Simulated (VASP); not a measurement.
A run of VASP 6.6.1:

Contents of INCAR:

```
SYSTEM = Mg8H
ALGO = Normal
DIPOL = 0.5 0.5 0.323
EDIFF = 1E-6
ENCUT = 520
GGA = PE
IDIPOL = 3
ISIF = 2
ISMEAR = 0
LASPH = .TRUE.
LCHARG = .FALSE.
LDIPOL = .TRUE.
LREAL = .FALSE.
LWAVE = .FALSE.
NBANDS = 18
NELM = 80
PREC = Accurate
SIGMA = 0.1
```

File KPOINTS:

```
k-points
0
G
  4 5 1
  0 0 0
```

POSCAR

```
Mg8H
1.0
    6.4201385733      0.0000000000      0.0000000000
    0.0000000000      5.1379129567      0.0000000000
    0.0000000000      0.0000000000     19.1644777330
Mg H
8 1
Direct
    0.0000000000      0.7500000000      0.2087194890
    0.5000000000      0.7500000000      0.2087194890
    0.2500000000      0.2500000000      0.2570728643
    0.7500000000      0.2500000000      0.2570728643
    0.2500000000      0.7500000000      0.3587181927
    0.7500000000      0.7500000000      0.3587181927
    0.0000000000      0.2500000000      0.3999314690
    0.5000000000      0.2500000000      0.3999314690
    0.1875000000      0.3750000000      0.4581736174
```

Potentials or basis: VASP PAW PBE potentials, release 64 (Mg, H).

Run with:

```console
$ cat potpaw_PBE.64/Mg/POTCAR potpaw_PBE.64/H/POTCAR > POTCAR
$ mpirun -np 1 vasp_std > vasp.out
```

Hardware: 1 thread of Intel(R) Xeon(R) Platinum 8259CL CPU @ 2.50GHz (Skylake/Cascade Lake), with other jobs on the host.

Problem. Estimate the wall time of this run.

Solution. It took 4.9 min on 1 thread of Intel(R) Xeon(R) Platinum 8259CL CPU @ 2.50GHz (Skylake/Cascade Lake) (shared host), peak memory 0.61 GiB. Counts: scf iterations 22, k points 11.
